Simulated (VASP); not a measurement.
# AlRu (Pm-3m) in VASP: further runs

The runs below take AlRu through single point, with PBEsol.

Everything below comes from runs of VASP 6.6.1. Logs are shortened: lines on timing, memory, paths and dates and some standing lists are left out, and cuts for length are marked.

## 1. The cell of the first run

The structure is cubic, space group Pm-3m (No. 221). The conventional cell has a = 2.928 Å, b = 2.928 Å, c = 2.928 Å, α = 90.00°, β = 90.00°, γ = 90.00°. Within 3.3 Å of Al (site symmetry m-3m) lie 8 Ru at 2.54 Å and 6 Al at 2.93 Å. Within 3.3 Å of Ru (site symmetry m-3m) lie 8 Al at 2.54 Å and 6 Ru at 2.93 Å.

## 2. Single point, PBEsol

The input, INCAR:

```
ALGO = Fast ; EDIFF = 1E-6
ENCUT = 520 ; GGA = PS
ISIF = 2 ; ISMEAR = 0
LASPH = T ; LCHARG = F
LREAL = F ; LWAVE = F
NBANDS = 16 ; NELM = 100
PREC = Accurate ; SIGMA = 0.1
```

The input, KPOINTS:

```
k-points
0
Gamma
  14 14 14
```

The input, POSCAR:

```
AlRu
1.0
    2.9281299013      0.0000000000      0.0000000000
    0.0000000000      2.9281299013      0.0000000000
    0.0000000000      0.0000000000      2.9281299013
Al Ru
1 1
Direct
    0.0000000000      0.0000000000      0.0000000000
    0.5000000000      0.5000000000      0.5000000000
```

Potentials or basis: VASP PAW PBE potentials, release 64 (Al, Ru_pv).

Command:

```console
$ cat potpaw_PBE.64/Al/POTCAR potpaw_PBE.64/Ru_pv/POTCAR > POTCAR
$ mpirun -np 1 vasp_std > vasp.out
```

OUTCAR:

```text
EDIFF = 1E-6
   ENCUT = 520
   GGA = PS
   ISIF = 2
   ISMEAR = 0
   LASPH = T
   LREAL = F
   NELM = 100
   PREC = Accurate

 ion  position               nearest neighbor table
   1  0.000  0.000  0.000-   2 2.54   2 2.54   2 2.54   2 2.54   2 2.54   2 2.54   2 2.54   2 2.54

   2  0.500  0.500  0.500-   1 2.54   1 2.54   1 2.54   1 2.54   1 2.54   1 2.54   1 2.54   1 2.54

  LATTYP: Found a simple cubic cell.
 ALAT       =     2.9281299013

  Lattice vectors:

 A1 = (   2.9281299013,   0.0000000000,   0.0000000000)
 A2 = (   0.0000000000,   2.9281299013,   0.0000000000)
 A3 = (   0.0000000000,   0.0000000000,   2.9281299013)

Analysis of symmetry for initial positions (statically):
=====================================================================
 Subroutine PRICEL returns:
 Original cell was already a primitive cell.

 Routine SETGRP: Setting up the symmetry group for a
 simple cubic supercell.

 Subroutine GETGRP returns: Found 48 space group operations
 (whereof 48 operations were pure point group operations)
 out of a pool of 48 trial point group operations.

The static configuration has the point symmetry O_h .

Analysis of symmetry for dynamics (positions and initial velocities):
=====================================================================
 Subroutine PRICEL returns:
 Original cell was already a primitive cell.

 Routine SETGRP: Setting up the symmetry group for a
 simple cubic supercell.

 Subroutine GETGRP returns: Found 48 space group operations
 (whereof 48 operations were pure point group operations)
 out of a pool of 48 trial point group operations.

The dynamic configuration has the point symmetry O_h .

 Subroutine INISYM returns: Found 48 space group operations
 (whereof 48 operations are pure point group operations),
 and found     1 'primitive' translations

----------------------------------------------------------------------------------------

                                     Primitive cell

  volume of cell :      25.1056

  direct lattice vectors                    reciprocal lattice vectors
     2.928129901  0.000000000  0.000000000     0.341514903  0.000000000  0.000000000
     0.000000000  2.928129901  0.000000000     0.000000000  0.341514903  0.000000000
     0.000000000  0.000000000  2.928129901     0.000000000  0.000000000  0.341514903

  length of vectors
     2.928129901  2.928129901  2.928129901     0.341514903  0.341514903  0.341514903
[... 81 lines left out ...]
   EDIFF  = 0.1E-05   stopping-criterion for ELM
   LREAL  =      F    real-space projection
   EDIFFG = 0.1E-04   stopping-criterion for IOM
   NSW    =      0    number of steps for IOM
   IBRION =     -1    ionic relax: 0-MD 1-quasi-New 2-CG
   NFREE  =      0    steps in history (QN), initial steepest desc. (CG)
   ISIF   =      2    stress and relaxation
   ISYM   =      2    0-nonsym 1-usesym 2-fastsym
   POTIM  = 0.5000    time-step for ionic-motion
   TEBEG  =    0.0;   TEEND  =   0.0 temperature during run
   PSTRESS=    0.0 pullay stress
   NELECT =      17.0000    total number of electrons
   NUPDOWN=      -1.0000    fix difference up-down
   EMIN   =  10.00;   EMAX   =-10.00  energy-range for DOS
   EFERMI =   0.00;   METHOD = LEGACY
   ISMEAR =     0;   SIGMA  =   0.10  broadening in eV -4-tet -1-fermi 0-gaus
   EFERMI_NEDOS =   21; number of points for ismear=-14 and -15
   IALGO  =     68    algorithm
   IMIX   =      4    mixing-type and parameters
     AMIX     =   0.40;   BMIX     =  1.00
     AMIX_MAG =   1.60;   BMIX_MAG =  1.00
  volume/ion in A,a.u.               =      12.55        84.71
  Fermi-wavevector in a.u.,A,eV,Ry     =   1.437587  2.716645 28.118567  2.066656
  Thomas-Fermi vector in A             =   2.556648
   LORBIT       =      0    0 simple, 1 ext, 2 COOP (PROOUT), +10 PAW based schemes
   GGA     = PS    functional components
   LHFCALC =     F    Hartree Fock is set to
   AEXX    =    0.0000 exact exchange contribution
   IVDW    =     0    specifies the selected vdW correction
   LEPSILON=     F    determine dielectric tensor
   LRPA    =     F    only Hartree local field effects (RPA)
 non-spin polarized calculation
 RMM-DIIS sequential band-by-band and
 Gauss-broadening in eV      SIGMA  =   0.10
  energy-cutoff  :      520.00
  volume of cell :       25.11
 maximum number of plane-waves:       695
 NGX is ok and might be reduce to    24
   NGX = 11   NGY = 11   NGZ = 11

 number of electron      17.0000003 magnetization

 Free energy of the ion-electron system (eV)
  ---------------------------------------------------
  ext. energy  EPLUGINS =         0.00000000
  ---------------------------------------------------
  free energy    TOTEN  =       -15.47216449 eV

  energy without entropy =      -15.46350120  energy(sigma->0) =      -15.46783284

 E-fermi :  11.5294     XC(G=0): -13.0221

 val. band max:       11.5160890159   @ k =   0.0714   0.0714   0.0714
 cond. band min:      11.5342635062   @ k =   0.5000   0.2857   0.1429
 fundamental gap:      0.0181744903
 Fermi energy:        11.5293562857

 k-point     1 :       0.0000    0.0000    0.0000
  band No.  band energies     occupation
      1     -30.1971      2.00000
      2     -30.1971      2.00000
      3     -30.1971      2.00000
      4       1.4645      2.00000
      5       7.5753      2.00000
      6       7.5753      2.00000
[... 433 lines left out ...]
      3     -30.1693      2.00000
      4       4.4471      2.00000
      5       7.3219      2.00000
      6       8.7354      2.00000
[... 8 lines left out ...]
     15      24.7533      0.00000
     16      26.4201      0.00000

 [... further k-points ...]

------------------------ aborting loop because EDIFF is reached ----------------------------------------

  FORCE on cell =-STRESS in cart. coord.  units (eV):
  Direction    XX          YY          ZZ          XY          YZ          ZX
  --------------------------------------------------------------------------------------
  -------------------------------------------------------------------------------------
  Total        1.8869115      1.8869115      1.8869115      0.0000000      0.0000000     -0.0000000
  in kB      120.4179096    120.4179096    120.4179096      0.0000000      0.0000000     -0.0000000
  external PRESSURE =     120.4179096 kB  Pullay stress =       0.0000000 kB

 VOLUME and BASIS-vectors are now :
 -----------------------------------------------------------------------------
  energy-cutoff  :      520.00
  volume of cell :       25.11
      direct lattice vectors                 reciprocal lattice vectors
     2.928129901  0.000000000  0.000000000     0.341514903  0.000000000  0.000000000
     0.000000000  2.928129901  0.000000000     0.000000000  0.341514903  0.000000000
     0.000000000  0.000000000  2.928129901     0.000000000  0.000000000  0.341514903

 POSITION                                       TOTAL-FORCE (eV/Angst)
 -----------------------------------------------------------------------------------
      0.00000      0.00000      0.00000         0.000000      0.000000      0.000000
      1.46406      1.46406      1.46406         0.000000      0.000000      0.000000
 -----------------------------------------------------------------------------------
    total drift:                                0.000000     -0.000000     -0.000000

  FREE ENERGIE OF THE ION-ELECTRON SYSTEM (eV)
  ---------------------------------------------------
  free  energy   TOTEN  =       -15.4721644878 eV

  energy  without entropy=      -15.4635011960  energy(sigma->0) =      -15.46783284
```

OSZICAR:

```text
N       E                     dE             d eps       ncg     rms          rms(c)
DAV:   1     0.116415208078E+03    0.11642E+03   -0.91783E+03  3904   0.998E+02
DAV:   2    -0.143517959875E+02   -0.13077E+03   -0.12459E+03  4432   0.297E+02
DAV:   3    -0.162683340392E+02   -0.19165E+01   -0.19101E+01  5200   0.373E+01
DAV:   4    -0.162813119525E+02   -0.12978E-01   -0.12965E-01  4512   0.325E+00
DAV:   5    -0.162814863344E+02   -0.17438E-03   -0.17423E-03  4776   0.365E-01    0.152E+01
RMM:   6    -0.155580685266E+02    0.72342E+00   -0.22486E+00  3953   0.117E+01    0.263E+00
RMM:   7    -0.154899431954E+02    0.68125E-01   -0.12448E-01  4034   0.293E+00    0.234E+00
RMM:   8    -0.154723757827E+02    0.17567E-01   -0.15515E-02  4244   0.886E-01    0.202E-01
RMM:   9    -0.154721650108E+02    0.21077E-03   -0.12397E-03  4384   0.301E-01    0.147E-01
RMM:  10    -0.154721656697E+02   -0.65890E-06   -0.20205E-04  4523   0.131E-01    0.356E-02
RMM:  11    -0.154721661489E+02   -0.47925E-06   -0.53525E-05  4524   0.642E-02    0.256E-02
RMM:  12    -0.154721644758E+02    0.16731E-05   -0.15786E-05  4579   0.349E-02    0.969E-03
RMM:  13    -0.154721644878E+02   -0.11996E-07   -0.23457E-06  3561   0.151E-02
   1 F= -.15472164E+02 E0= -.15467833E+02  d E =-.866329E-02
```

It took 38 s on 1 thread of Intel Xeon 8259CL, shared host; peak memory 0.17 GiB.

Results:

```
Free energy            : -15.4722 eV
Pressure               : 12.0 GPa
Band gap on the k mesh : zero (an odd number of electrons rules out a gap without spin polarisation)
```

Levels at points of the mesh, in eV from the Fermi level:
```
           k point  band 7  band 8  band 9  band 10  band 11  band 12
(0.00, 0.00, 0.00)    0.21    0.21    0.21     6.39     6.39     6.39
(0.50, 0.00, 0.00)   -1.74   -1.74    0.50     2.54     7.40    11.34
(0.50, 0.50, 0.00)   -1.41   -1.29   -1.29     1.70     5.72     6.96
(0.50, 0.50, 0.50)    1.81    1.81    3.00     4.26     4.26     4.26
```

Caveat: the cell stands under pressure; the PAW data sets were made with another functional, which shifts forces and pressure a little.

## 3. Single point, PBEsol

This run uses another cell than the first one, of 12.95 Å³/atom.

The input, INCAR:

```
ALGO = Normal ; EDIFF = 1E-6
ENCUT = 520 ; GGA = PS
ISIF = 2 ; ISMEAR = 0
LASPH = T ; LCHARG = F
LREAL = F ; LWAVE = F
NBANDS = 16 ; NELM = 60
PREC = Accurate ; SIGMA = 0.1
```

KPOINTS is that of step 2.

The input, POSCAR:

```
AlRu
1.0
    2.9587851869      0.0000000000      0.0000000000
    0.0000000000      2.9587851869      0.0000000000
    0.0000000000      0.0000000000      2.9587851869
Al Ru
1 1
Direct
    0.0000000000      0.0000000000      0.0000000000
    0.5000000000      0.5000000000      0.5000000000
```

Potentials or basis: VASP PAW PBE potentials, release 64 (Al, Ru_pv).

Command:

```console
$ cat potpaw_PBE.64/Al/POTCAR potpaw_PBE.64/Ru_pv/POTCAR > POTCAR
$ mpirun -np 1 vasp_std > vasp.out
```

It took 38 s on 1 thread of Intel Xeon 8259CL, shared host; peak memory 0.18 GiB.

It converged, with:

```
Free energy            : -15.5123 eV
Pressure               : 4.1 GPa
Band gap on the k mesh : zero (an odd number of electrons rules out a gap without spin polarisation)
```

Levels at points of the mesh, in eV from the Fermi level:
```tsv
k point	band 7	band 8	band 9	band 10	band 11	band 12
(0.00, 0.00, 0.00)	0.20	0.20	0.20	6.24	6.24	6.24
(0.50, 0.00, 0.00)	-1.67	-1.67	0.47	2.41	7.43	11.17
(0.50, 0.50, 0.00)	-1.39	-1.23	-1.23	1.62	5.50	6.63
(0.50, 0.50, 0.50)	1.72	1.72	2.81	4.18	4.18	4.18
```

Caveat: the cell stands under pressure; the PAW data sets were made with another functional, which shifts forces and pressure a little.
